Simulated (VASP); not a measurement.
# Sc (a cell with a defect) in VASP: single point with PBE

Aim: the single point of Sc (a cell with a defect) with PBE.

All numbers are computed with VASP 6.6.1; they aren't measurements. Logs are shortened: lines on timing, memory, paths and dates and some standing lists are left out, and cuts for length are marked.

## (1) The cell of the first run

The cell holds a defect, 15 atoms: a = 6.683 Å, b = 6.683 Å, c = 10.695 Å, α = 90.00°, β = 90.00°, γ = 120.00°.

## (2) Single point, PBE

File INCAR:

```
PREC = Accurate ; ENCUT = 520
EDIFF = 1E-6 ; ISMEAR = -1
SIGMA = 0.1 ; LREAL = Auto
LASPH = True ; NELM = 80
ALGO = Normal ; ISIF = 2
LWAVE = False ; LCHARG = False
GGA = PE ; NBANDS = 96
```

File KPOINTS:

```
regular mesh
0
Gamma
  3 3 2
```

File POSCAR:

```
Sc
1.0
    6.6828700000      0.0000005800      0.0000000000
   -3.3414355000      5.7875357100      0.0000000000
    0.0000000000      0.0000000000     10.6954300000
Sc
15
Direct
    0.1544684860      0.3181251923      0.1273653327
    0.1544737249      0.3181296847      0.6216997353
    0.3353745036      0.1642989094      0.8745298693
    0.1813283753      0.8269047717      0.1150815816
    0.3634891108      0.6377847108      0.3745290278
    0.1813282008      0.8268999337      0.6339781570
    0.3363770546      0.6570068844      0.8745257554
    0.6707865248      0.3518197922      0.1199357109
    0.7866477745      0.1882636408      0.3745314588
    0.6707857643      0.3518173732      0.6291332840
    0.8324008603      0.1714552734      0.8745308978
    0.6754918057      0.8420769827      0.1255450225
    0.9376260685      0.7930702610      0.3745254749
    0.6754941090      0.8420800929      0.6235138746
    0.8421311489      0.6708799230      0.8745262229
```

Potentials or basis: VASP PAW PBE potentials, release 64 (Sc_sv).

Launch:

```sh
cat potpaw_PBE.64/Sc_sv/POTCAR > POTCAR
mpirun -np 1 vasp_std > vasp.out
```

OUTCAR:

```text
PREC = Accurate
   ENCUT = 520
   EDIFF = 1E-6
   ISMEAR = -1
   LREAL = Auto
   LASPH = True
   NELM = 80
   ISIF = 2
   GGA = PE

 ion  position               nearest neighbor table
   1  0.154  0.318  0.127-  12 3.19   5 3.24  11 3.29   4 3.32   3 3.33   7 3.34   8 3.34   8 3.35
                             4 3.38   9 3.41
   2  0.154  0.318  0.622-  14 3.19   5 3.24  11 3.29   6 3.32   3 3.33   7 3.34  10 3.34  10 3.35
                             6 3.38   9 3.41
   3  0.335  0.164  0.875-   4 3.23   6 3.23  10 3.27   8 3.27   7 3.29  15 3.30  11 3.30   2 3.33
                             1 3.33  11 3.39  15 3.39   7 3.39
   4  0.181  0.827  0.115-  13 3.17   7 3.19   3 3.23  15 3.24  12 3.25   8 3.30   1 3.32   1 3.38
                             8 3.40
   5  0.363  0.638  0.375-  12 3.23  14 3.23   1 3.24   2 3.24   9 3.34
   6  0.181  0.827  0.634-  13 3.17   7 3.19   3 3.23  15 3.24  14 3.25  10 3.30   2 3.32   2 3.38
                            10 3.40
   7  0.336  0.657  0.875-   6 3.19   4 3.19   3 3.29  11 3.31  14 3.33  12 3.33  15 3.33   2 3.34
                             1 3.34  15 3.35  11 3.38   3 3.39
   8  0.671  0.352  0.120-   9 3.17  15 3.21  12 3.26   3 3.27  11 3.29   4 3.30   1 3.34   1 3.35
                             4 3.40  12 3.42
   9  0.787  0.188  0.375-   8 3.17  10 3.17  13 3.26   5 3.34  14 3.36  12 3.36   1 3.41   2 3.41

  10  0.671  0.352  0.629-   9 3.17  15 3.21  14 3.26   3 3.27  11 3.29   6 3.30   2 3.34   2 3.35
                             6 3.40  14 3.42
  11  0.832  0.171  0.875-   2 3.29   1 3.29  10 3.29   8 3.29  12 3.29  14 3.29   3 3.30  15 3.31
                             7 3.31   7 3.38  15 3.38   3 3.39
  12  0.675  0.842  0.126-   1 3.19   5 3.23   4 3.25   8 3.26  13 3.29  11 3.29  15 3.32   7 3.33
                             9 3.36   8 3.42
  13  0.938  0.793  0.375-   4 3.17   6 3.17   9 3.26  12 3.29  14 3.29
  14  0.675  0.842  0.624-   2 3.19   5 3.23   6 3.25  10 3.26  13 3.29  11 3.29  15 3.32   7 3.33
                             9 3.36  10 3.42
  15  0.842  0.671  0.875-  10 3.21   8 3.21   6 3.24   4 3.24   3 3.30  11 3.31  14 3.32  12 3.32
                             7 3.33   7 3.35  11 3.38   3 3.39

  LATTYP: Found a hexagonal cell.
 ALAT       =     6.6828700000
 C/A-ratio  =     1.6004246678

  Lattice vectors:

 A1 = (   6.6828700000,   0.0000005800,   0.0000000000)
 A2 = (  -3.3414355000,   5.7875357100,   0.0000000000)
 A3 = (   0.0000000000,   0.0000000000,  10.6954300000)

Analysis of symmetry for initial positions (statically):
=====================================================================
 Subroutine PRICEL returns:
 Original cell was already a primitive cell.

 Routine SETGRP: Setting up the symmetry group for a
 hexagonal supercell.

 Subroutine GETGRP returns: Found  1 space group operations
 (whereof  1 operations were pure point group operations)
 out of a pool of 24 trial point group operations.

The static configuration has the point symmetry C_1 .

Analysis of symmetry for dynamics (positions and initial velocities):
=====================================================================
 Subroutine PRICEL returns:
 Original cell was already a primitive cell.

 Routine SETGRP: Setting up the symmetry group for a
 hexagonal supercell.

 Subroutine GETGRP returns: Found  1 space group operations
 (whereof  1 operations were pure point group operations)
 out of a pool of 24 trial point group operations.

The dynamic configuration has the point symmetry C_1 .

 Subroutine INISYM returns: Found  1 space group operations
 (whereof  1 operations are pure point group operations),
 and found     1 'primitive' translations

----------------------------------------------------------------------------------------

                                     Primitive cell

  volume of cell :     413.6709

  direct lattice vectors                    reciprocal lattice vectors
     6.682870000  0.000000580  0.000000000     0.149636301  0.086392564  0.000000000
    -3.341435500  5.787535710  0.000000000    -0.000000015  0.172785102  0.000000000
     0.000000000  0.000000000 10.695430000     0.000000000  0.000000000  0.093497877

  length of vectors
     6.682870000  6.682870700 10.695430000     0.172785120  0.172785102  0.093497877

  position of ions in fractional coordinates (direct lattice)
[... 49 lines left out ...]
  Length of vectors
     0.057595040  0.057595034  0.046748939

  Shift w.r.t. Gamma in fractional coordinates (k-lattice)
     0.000000000  0.000000000  0.000000000

 Subroutine IBZKPT returns following result:
 ===========================================

 Found     10 irreducible k-points:

 Following reciprocal coordinates:
            Coordinates               Weight
  0.000000  0.000000  0.000000      1.000000
  0.333333  0.000000  0.000000      2.000000
  0.000000  0.333333  0.000000      2.000000
 -0.333333  0.333333  0.000000      2.000000
  0.333333  0.333333  0.000000      2.000000
  0.000000  0.000000  0.500000      1.000000
  0.333333  0.000000  0.500000      2.000000
  0.000000  0.333333  0.500000      2.000000
 -0.333333  0.333333  0.500000      2.000000
  0.333333  0.333333  0.500000      2.000000
   k-points           NKPTS =     10   k-points in BZ     NKDIM =     10   number of bands    NBANDS=     96
   number of dos      NEDOS =    301   number of ions     NIONS =     15
   total plane-waves  NPLWV = 200000
   dimension x,y,z NGX =    50 NGY =   50 NGZ =   80
   dimension x,y,z NGXF=   100 NGYF=  100 NGZF=  160
   ions per type =              15
   NGX,Y,Z   is equivalent  to a cutoff of  12.44, 12.44, 12.43 a.u.
   NGXF,Y,Z  is equivalent  to a cutoff of  24.88, 24.88, 24.87 a.u.
 SYSTEM =  unknown system
   PREC   = accura    normal or accurate (medium, high low for compatibility)
   ISTART =      0    job   : 0-new  1-cont  2-samecut
   ICHARG =      2    charge: 1-file 2-atom 10-const
   ISPIN  =      1    spin polarized calculation?
   LNONCOLLINEAR =      F non collinear calculations
   LSORBIT =      F    spin-orbit coupling
   LASPH  =      T    aspherical Exc in radial PAW
   ENCUT  =  520.0 eV  38.22 Ry    6.18 a.u.  12.43 12.43 19.89*2*pi/ulx,y,z
   NELM   =     80;   NELMIN=  2; NELMDL= -5     # of ELM steps
   EDIFF  = 0.1E-05   stopping-criterion for ELM
   LREAL  =      T    real-space projection
   EDIFFG = 0.1E-04   stopping-criterion for IOM
   NSW    =      0    number of steps for IOM
   IBRION =     -1    ionic relax: 0-MD 1-quasi-New 2-CG
   NFREE  =      0    steps in history (QN), initial steepest desc. (CG)
   ISIF   =      2    stress and relaxation
   ISYM   =      2    0-nonsym 1-usesym 2-fastsym
   POTIM  = 0.5000    time-step for ionic-motion
   TEBEG  =    0.0;   TEEND  =   0.0 temperature during run
   PSTRESS=    0.0 pullay stress
   NELECT =     165.0000    total number of electrons
   NUPDOWN=      -1.0000    fix difference up-down
   EMIN   =  10.00;   EMAX   =-10.00  energy-range for DOS
   EFERMI =   0.00;   METHOD = LEGACY
   ISMEAR =    -1;   SIGMA  =   0.10  broadening in eV -4-tet -1-fermi 0-gaus
   EFERMI_NEDOS =   21; number of points for ismear=-14 and -15
   IALGO  =     38    algorithm
   IMIX   =      4    mixing-type and parameters
     AMIX     =   0.40;   BMIX     =  1.00
     AMIX_MAG =   1.60;   BMIX_MAG =  1.00
  volume/ion in A,a.u.               =      27.58       186.11
  Fermi-wavevector in a.u.,A,eV,Ry     =   1.205085  2.277281 19.758800  1.452231
  Thomas-Fermi vector in A             =   2.340792
   LORBIT       =      0    0 simple, 1 ext, 2 COOP (PROOUT), +10 PAW based schemes
   GGA     = PE    functional components
   LHFCALC =     F    Hartree Fock is set to
   AEXX    =    0.0000 exact exchange contribution
   IVDW    =     0    specifies the selected vdW correction
   LEPSILON=     F    determine dielectric tensor
   LRPA    =     F    only Hartree local field effects (RPA)
 non-spin polarized calculation
  energy-cutoff  :      520.00
  volume of cell :      413.67
 maximum number of plane-waves:     11211
 NGX is ok and might be reduce to    50
   NGX = 25   NGY = 25   NGZ = 39

 number of electron     165.0000012 magnetization

 Free energy of the ion-electron system (eV)
  ---------------------------------------------------
  ext. energy  EPLUGINS =         0.00000000
  ---------------------------------------------------
  free energy    TOTEN  =       -91.92325489 eV

  energy without entropy =      -90.95166594  energy(sigma->0) =      -91.43746042

 E-fermi :   3.0319     XC(G=0):  -9.3909

 val. band max:        3.0297997836   @ k =   0.0000   0.0000   0.0000
 cond. band min:       3.0371407375   @ k =   0.3333   0.0000   0.0000
 fundamental gap:      0.0073409539
 Fermi energy:         3.0318562092

 k-point     1 :       0.0000    0.0000    0.0000
  band No.  band energies     occupation
      1     -46.8802      2.00000
      2     -46.8224      2.00000
      3     -46.7906      2.00000
      4     -46.6355      2.00000
      5     -46.6352      2.00000
      6     -46.6106      2.00000
[... 959 lines left out ...]
     93       3.6290      0.00509
     94       3.7240      0.00197
 [bands above 94 left out]

------------------------ aborting loop because EDIFF is reached ----------------------------------------

  FORCE on cell =-STRESS in cart. coord.  units (eV):
  Direction    XX          YY          ZZ          XY          YZ          ZX
  --------------------------------------------------------------------------------------
  -------------------------------------------------------------------------------------
  Total       -7.8834834     -8.6322807     -7.9041337      0.0513007     -0.0008842      0.0008708
  in kB      -30.5333020    -33.4334481    -30.6132819      0.1986915     -0.0034245      0.0033727
  external PRESSURE =     -31.5266773 kB  Pullay stress =       0.0000000 kB

 VOLUME and BASIS-vectors are now :
 -----------------------------------------------------------------------------
  energy-cutoff  :      520.00
  volume of cell :      413.67
      direct lattice vectors                 reciprocal lattice vectors
     6.682870000  0.000000580  0.000000000     0.149636301  0.086392564  0.000000000
    -3.341435500  5.787535710  0.000000000    -0.000000015  0.172785102  0.000000000
     0.000000000  0.000000000 10.695430000     0.000000000  0.000000000  0.093497877

 POSITION                                       TOTAL-FORCE (eV/Angst)
 -----------------------------------------------------------------------------------
     -0.03070      1.84116      1.36223         0.005068     -0.000916     -0.006883
     -0.03068      1.84119      6.64935         0.005408     -0.000142      0.005847
      1.69227      0.95089      9.35347         0.005410      0.017353     -0.000445
     -1.55125      4.78574      1.23085         0.015357      0.015083      0.010858
      0.29803      3.69120      4.00575        -0.014702      0.014349      0.000247
     -1.55124      4.78571      6.78067         0.014748      0.014417     -0.011260
      0.05262      3.80245      9.35343        -0.013479      0.009743      0.000718
      3.30720      2.03617      1.28276         0.012674      0.008591      0.004762
      4.62799      1.08958      4.00578         0.006969     -0.025962      0.000187
      3.30720      2.03616      6.72885         0.012972      0.008130     -0.004999
      4.98992      0.99230      9.35348         0.006697      0.015017      0.000231
      1.70048      4.87355      1.34276        -0.009542      0.019980     -0.005868
      3.61604      4.58992      4.00571        -0.041043     -0.129083      0.000822
      1.70048      4.87357      6.66875        -0.009254      0.020047      0.005441
      3.38615      3.88274      9.35343         0.002717      0.013393      0.000342
 -----------------------------------------------------------------------------------
    total drift:                                0.003076      0.001232      0.000367

  FREE ENERGIE OF THE ION-ELECTRON SYSTEM (eV)
  ---------------------------------------------------
  free  energy   TOTEN  =       -91.9232548935 eV

  energy  without entropy=      -90.9516659438  energy(sigma->0) =      -91.43746042
```

Run time: 18 min. Hardware: 1 thread of Intel Xeon Platinum 8488C (Sapphire Rapids), shared host; peak memory 0.6 GiB.

What came out:

```yaml
Free_energy: -91.9233 eV
Pressure: -3.2 GPa
Largest_force: 0.135 eV/Å
Band_gap_on_the_k_mesh: zero (an odd number of electrons rules out a gap without spin polarisation)
```

Forces in eV/Å, atoms in the order of the input:
```
Sc   0.005 -0.001 -0.007
Sc   0.005  0.000  0.006
Sc   0.005  0.017  0.000
Sc   0.015  0.015  0.011
Sc  -0.015  0.014  0.000
Sc   0.015  0.014 -0.011
Sc  -0.013  0.010  0.001
Sc   0.013  0.009  0.005
Sc   0.007 -0.026  0.000
Sc   0.013  0.008 -0.005
Sc   0.007  0.015  0.000
Sc  -0.010  0.020 -0.006
Sc  -0.041 -0.129  0.001
Sc  -0.009  0.020  0.005
Sc   0.003  0.013  0.000
```

Levels at points of the mesh, in eV from the Fermi level:
| k point | band 81 | band 82 | band 83 | band 84 | band 85 | band 86 |
| --- | --- | --- | --- | --- | --- | --- |
| (0.00, 0.00, 0.00) | -0.20 | -0.17 | 0.00 | 0.05 | 0.15 | 0.15 |
| (0.00, 0.00, 0.50) | -0.24 | -0.24 | -0.19 | -0.03 | 0.01 | 0.06 |

Caveat: the k points lie up to 0.36 Å⁻¹ apart, too coarse for converged energies and pressures of a metal.
